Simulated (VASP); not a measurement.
# Ni2H (P-3m1) in VASP: a series of runs

The runs below take Ni2H through single point, with LDA.

Program: VASP 6.6.1. These are calculated values, not measurements. Logs are shortened: lines on timing, memory, paths and dates and some standing lists are left out, and cuts for length are marked.

### Step 1. The cell of the first run

Symmetry: P-3m1, No. 164, trigonal system. Conventional cell: a = 2.474 Å, b = 2.474 Å, c = 4.091 Å, α = 90.00°, β = 90.00°, γ = 120.00°. Within 2.6 Å of Ni (site symmetry 3m) lie 3 H at 1.78 Å and 12 Ni at 2.43 to 2.56 Å. H (site symmetry -3m) has 6 Ni at 1.78 Å and 6 H at 2.47 Å within 2.5 Å.

### Step 2. Single point, LDA (7.23 Å³/atom)

Input file INCAR:

```
SYSTEM = Ni2H
  PREC = Accurate
  ENCUT = 520
  EDIFF = 1E-6
  ISMEAR = -1
  SIGMA = 0.15
  LREAL = .False.
  LASPH = .True.
  NELM = 60
  ALGO = Normal
  ISIF = 2
  LWAVE = .False.
  LCHARG = .True.
  GGA = CA
  LELF = .True.
  LVHAR = .True.
  NBANDS = 18
```

Input file KPOINTS:

```
regular mesh
0
Gamma
  18 18 10
  0 0 0
```

Input file POSCAR:

```
Ni2H
1.0
    2.4739564205      0.0000000000      0.0000000000
   -1.2369782103      2.1425091080      0.0000000000
    0.0000000000      0.0000000000      4.0908054890
Ni H
2 1
Direct
    0.6666666667      0.3333333333      0.7682928279
    0.3333333333      0.6666666667      0.2877071722
    0.0000000000      0.0000000000      0.0280000000
```

Potentials or basis: VASP PAW LDA potentials, release 64 (Ni, H).

On the command line:

```console
$ cat potpaw_LDA.64/Ni/POTCAR potpaw_LDA.64/H/POTCAR > POTCAR
$ mpirun -np 1 vasp_std > vasp.out
```

OUTCAR:

```text
SYSTEM = Ni2H
   PREC = Accurate
   ENCUT = 520
   EDIFF = 1E-6
   ISMEAR = -1
   LREAL = .False.
   LASPH = .True.
   NELM = 60
   ISIF = 2
   GGA = CA

 ion  position               nearest neighbor table
   1  0.667  0.333  0.768-   3 1.78   3 1.78   3 1.78   2 2.43   2 2.43   2 2.43   2 2.56   2 2.56
                             2 2.56
   2  0.333  0.667  0.288-   3 1.78   3 1.78   3 1.78   1 2.43   1 2.43   1 2.43   1 2.56   1 2.56
                             1 2.56
   3  0.000  0.000  0.028-   1 1.78   1 1.78   1 1.78   2 1.78   2 1.78   2 1.78

  LATTYP: Found a hexagonal cell.
 ALAT       =     2.4739564205
 C/A-ratio  =     1.6535479183

  Lattice vectors:

 A1 = (   2.4739564205,   0.0000000000,   0.0000000000)
 A2 = (  -1.2369782103,   2.1425091080,   0.0000000000)
 A3 = (   0.0000000000,   0.0000000000,   4.0908054890)

Analysis of symmetry for initial positions (statically):
=====================================================================
 Subroutine PRICEL returns:
 Original cell was already a primitive cell.

 Routine SETGRP: Setting up the symmetry group for a
 hexagonal supercell.

 Subroutine GETGRP returns: Found 12 space group operations
 (whereof  6 operations were pure point group operations)
 out of a pool of 24 trial point group operations.

The static configuration has the point symmetry C_3v.
 The point group associated with its full space group is D_3d.

Analysis of symmetry for dynamics (positions and initial velocities):
=====================================================================
 Subroutine PRICEL returns:
 Original cell was already a primitive cell.

 Routine SETGRP: Setting up the symmetry group for a
 hexagonal supercell.

 Subroutine GETGRP returns: Found 12 space group operations
 (whereof  6 operations were pure point group operations)
 out of a pool of 24 trial point group operations.

The dynamic configuration has the point symmetry C_3v.
 The point group associated with its full space group is D_3d.

 Subroutine INISYM returns: Found 12 space group operations
 (whereof  6 operations are pure point group operations),
 and found     1 'primitive' translations

----------------------------------------------------------------------------------------

                                     Primitive cell

  volume of cell :      21.6832

  direct lattice vectors                    reciprocal lattice vectors
     2.473956420  0.000000000  0.000000000     0.404210839  0.233371237  0.000000000
    -1.236978210  2.142509108  0.000000000     0.000000000  0.466742473  0.000000000
     0.000000000  0.000000000  4.090805489     0.000000000  0.000000000  0.244450635

  length of vectors
     2.473956420  2.473956421  4.090805489     0.466742473  0.466742473  0.244450635

  position of ions in fractional coordinates (direct lattice)
     0.666666667  0.333333333  0.768292828
     0.333333333  0.666666667  0.287707172
     0.000000000  0.000000000  0.028000000

  ion indices of the primitive-cell ions
   primitive index   ion index
                 1           1
                 2           2
                 3           3

----------------------------------------------------------------------------------------

 KPOINTS: regular mesh

Automatic generation of k-mesh.
 Grid dimensions read from file:
 generate k-points for:   18   18   10

 Generating k-lattice:

  Cartesian coordinates                     Fractional coordinates (reciprocal lattice)
     0.022456158  0.012965069  0.000000000     0.055555556 -0.000000000  0.000000000
     0.000000000  0.025930137  0.000000000     0.000000000  0.055555556  0.000000000
     0.000000000  0.000000000  0.024445064     0.000000000  0.000000000  0.100000000

  Length of vectors
     0.025930137  0.025930137  0.024445064

  Shift w.r.t. Gamma in fractional coordinates (k-lattice)
     0.000000000  0.000000000  0.000000000

 Subroutine IBZKPT returns following result:
 ===========================================

 Found    330 irreducible k-points:

 Following reciprocal coordinates:
            Coordinates               Weight
  0.000000  0.000000  0.000000      1.000000
  0.055556 -0.000000  0.000000      6.000000
  0.111111 -0.000000  0.000000      6.000000
  0.166667 -0.000000  0.000000      6.000000
  0.222222  0.000000  0.000000      6.000000
  0.277778  0.000000  0.000000      6.000000
[... 16 lines left out ...]
  0.333333  0.111111  0.000000     12.000000
  0.388889  0.111111  0.000000     12.000000
 [... further k-points ...]
   k-points           NKPTS =    330   k-points in BZ     NKDIM =    330   number of bands    NBANDS=     18
   number of dos      NEDOS =    301   number of ions     NIONS =      3
   total plane-waves  NPLWV =   9720
   dimension x,y,z NGX =    18 NGY =   18 NGZ =   30
   dimension x,y,z NGXF=    36 NGYF=   36 NGZF=   60
   ions per type =               2   1
   NGX,Y,Z   is equivalent  to a cutoff of  12.10, 12.10, 12.19 a.u.
   NGXF,Y,Z  is equivalent  to a cutoff of  24.19, 24.19, 24.38 a.u.
 SYSTEM =  Ni2H
   PREC   = accura    normal or accurate (medium, high low for compatibility)
   ISTART =      0    job   : 0-new  1-cont  2-samecut
   ICHARG =      2    charge: 1-file 2-atom 10-const
   ISPIN  =      1    spin polarized calculation?
   LNONCOLLINEAR =      F non collinear calculations
   LSORBIT =      F    spin-orbit coupling
   LASPH  =      T    aspherical Exc in radial PAW
   ENCUT  =  520.0 eV  38.22 Ry    6.18 a.u.   4.60  4.60  7.61*2*pi/ulx,y,z
   NELM   =     60;   NELMIN=  2; NELMDL= -5     # of ELM steps
   EDIFF  = 0.1E-05   stopping-criterion for ELM
   LREAL  =      F    real-space projection
   EDIFFG = 0.1E-04   stopping-criterion for IOM
   NSW    =      0    number of steps for IOM
   IBRION =     -1    ionic relax: 0-MD 1-quasi-New 2-CG
   NFREE  =      0    steps in history (QN), initial steepest desc. (CG)
   ISIF   =      2    stress and relaxation
   ISYM   =      2    0-nonsym 1-usesym 2-fastsym
   POTIM  = 0.5000    time-step for ionic-motion
   TEBEG  =    0.0;   TEEND  =   0.0 temperature during run
   PSTRESS=    0.0 pullay stress
   NELECT =      21.0000    total number of electrons
   NUPDOWN=      -1.0000    fix difference up-down
   EMIN   =  10.00;   EMAX   =-10.00  energy-range for DOS
   EFERMI =   0.00;   METHOD = LEGACY
   ISMEAR =    -1;   SIGMA  =   0.15  broadening in eV -4-tet -1-fermi 0-gaus
   EFERMI_NEDOS =   21; number of points for ismear=-14 and -15
   IALGO  =     38    algorithm
   IMIX   =      4    mixing-type and parameters
     AMIX     =   0.40;   BMIX     =  1.00
     AMIX_MAG =   1.60;   BMIX_MAG =  1.00
  volume/ion in A,a.u.               =       7.23        48.78
  Fermi-wavevector in a.u.,A,eV,Ry     =   1.619720  3.060828 35.694810  2.623494
  Thomas-Fermi vector in A             =   2.713776
   LORBIT       =      0    0 simple, 1 ext, 2 COOP (PROOUT), +10 PAW based schemes
   GGA     = CA    functional components
   LHFCALC =     F    Hartree Fock is set to
   AEXX    =    0.0000 exact exchange contribution
   IVDW    =     0    specifies the selected vdW correction
   LEPSILON=     F    determine dielectric tensor
   LRPA    =     F    only Hartree local field effects (RPA)
 non-spin polarized calculation
  energy-cutoff  :      520.00
  volume of cell :       21.68
 maximum number of plane-waves:       602
   NGX =  9   NGY =  9   NGZ = 15

 number of electron      21.0000007 magnetization

 Free energy of the ion-electron system (eV)
  ---------------------------------------------------
  ext. energy  EPLUGINS =         0.00000000
  ---------------------------------------------------
  free energy    TOTEN  =       -17.02868356 eV

  energy without entropy =      -16.80454356  energy(sigma->0) =      -16.91661356

 E-fermi :  10.1278     XC(G=0): -14.0516

 val. band max:       10.1255883282   @ k =   0.3333   0.0000   0.5000
 cond. band min:      10.1299568842   @ k =   0.0000   0.1111   0.2000
 fundamental gap:      0.0043685560
 Fermi energy:        10.1278232709

 k-point     1 :       0.0000    0.0000    0.0000
  band No.  band energies     occupation
      1      -1.8242      2.00000
      2       4.9870      2.00000
      3       6.9505      2.00000
      4       7.9298      2.00000
      5       7.9298      2.00000
      6       7.9686      2.00000
[... 10 lines left out ...]
     17      33.8466      0.00000
     18      33.9682      0.00000

 k-point     2 :       0.0556   -0.0000    0.0000
  band No.  band energies     occupation
      1      -1.7276      2.00000
      2       5.0638      2.00000
      3       6.8546      2.00000
      4       7.7582      2.00000
      5       7.9802      2.00000
      6       8.0892      2.00000
[... 10 lines left out ...]
     17      33.9489      0.00000
     18      34.8436      0.00000

 k-point     3 :       0.1111   -0.0000    0.0000
  band No.  band energies     occupation
      1      -1.4419      2.00000
      2       5.2819      2.00000
      3       6.6050      2.00000
      4       7.5647      2.00000
      5       8.0791      2.00000
      6       8.1275      2.00000
[... 10 lines left out ...]
     17      33.8425      0.00000
     18      34.2525      0.00000

 k-point     4 :       0.1667   -0.0000    0.0000
  band No.  band energies     occupation
      1      -0.9805      2.00000
      2       5.5991      2.00000
      3       6.2973      2.00000
      4       7.3644      2.00000
      5       7.9299      2.00000
      6       8.3406      1.99999
[... 375 lines left out ...]
      4       6.9010      2.00000
      5       7.6551      2.00000
      6       7.9106      2.00000
[... 10 lines left out ...]
     17      27.5828      0.00000
     18      29.4431      0.00000

 k-point    23 :       0.3333    0.1111    0.0000
  band No.  band energies     occupation
      1       1.9801      2.00000
      2       5.5633      2.00000
      3       6.1199      2.00000
      4       6.9041      2.00000
      5       7.6436      2.00000
      6       7.8919      2.00000
[... 10 lines left out ...]
     17      25.5905      0.00000
     18      28.6739      0.00000

 k-point    24 :       0.3889    0.1111    0.0000
  band No.  band energies     occupation
      1       2.4513      2.00000
      2       5.5407      2.00000
      3       6.0283      2.00000
      4       6.9084      2.00000
      5       7.6485      2.00000
      6       7.7967      2.00000
[... 10 lines left out ...]
     17      24.0029      0.00000
     18      28.2117      0.00000

 [... further k-points ...]

------------------------ aborting loop because EDIFF is reached ----------------------------------------

  FORCE on cell =-STRESS in cart. coord.  units (eV):
  Direction    XX          YY          ZZ          XY          YZ          ZX
  --------------------------------------------------------------------------------------
  -------------------------------------------------------------------------------------
  Total        0.7218805      0.7218805      0.6974565     -0.0000000     -0.0000000     -0.0000000
  in kB       53.3399191     53.3399191     51.5352260     -0.0000000     -0.0000000     -0.0000000
  external PRESSURE =      52.7383547 kB  Pullay stress =       0.0000000 kB

 VOLUME and BASIS-vectors are now :
 -----------------------------------------------------------------------------
  energy-cutoff  :      520.00
  volume of cell :       21.68
      direct lattice vectors                 reciprocal lattice vectors
     2.473956420  0.000000000  0.000000000     0.404210839  0.233371237  0.000000000
    -1.236978210  2.142509108  0.000000000     0.000000000  0.466742473  0.000000000
     0.000000000  0.000000000  4.090805489     0.000000000  0.000000000  0.244450635

 POSITION                                       TOTAL-FORCE (eV/Angst)
 -----------------------------------------------------------------------------------
      1.23698      0.71417      3.14294         0.000000      0.000000     -0.016775
     -0.00000      1.42834      1.17695        -0.000000      0.000000      0.016775
      0.00000      0.00000      0.11454        -0.000000      0.000000      0.000000
 -----------------------------------------------------------------------------------
    total drift:                                0.000000      0.000000     -0.000019

  FREE ENERGIE OF THE ION-ELECTRON SYSTEM (eV)
  ---------------------------------------------------
  free  energy   TOTEN  =       -17.0286835603 eV

  energy  without entropy=      -16.8045435629  energy(sigma->0) =      -16.91661356
```

Wall time 73 s (1 thread of Intel Xeon Platinum 8488C (Sapphire Rapids), shared host); peak memory 0.21 GiB.

Results:

| Item | Value |
| --- | --- |
| Free energy | -17.0287 eV |
| Pressure | 5.3 GPa |
| Largest force | 0.017 eV/Å |
| Band gap on the k mesh | zero (an odd number of electrons rules out a gap without spin polarisation) |

Forces in eV/Å, atoms in the order of the input:
```
Ni   0.000  0.000 -0.017
Ni   0.000  0.000  0.017
H    0.000  0.000  0.000
```

Caveat: the cell stands under pressure.

[end of part 1 of 2]
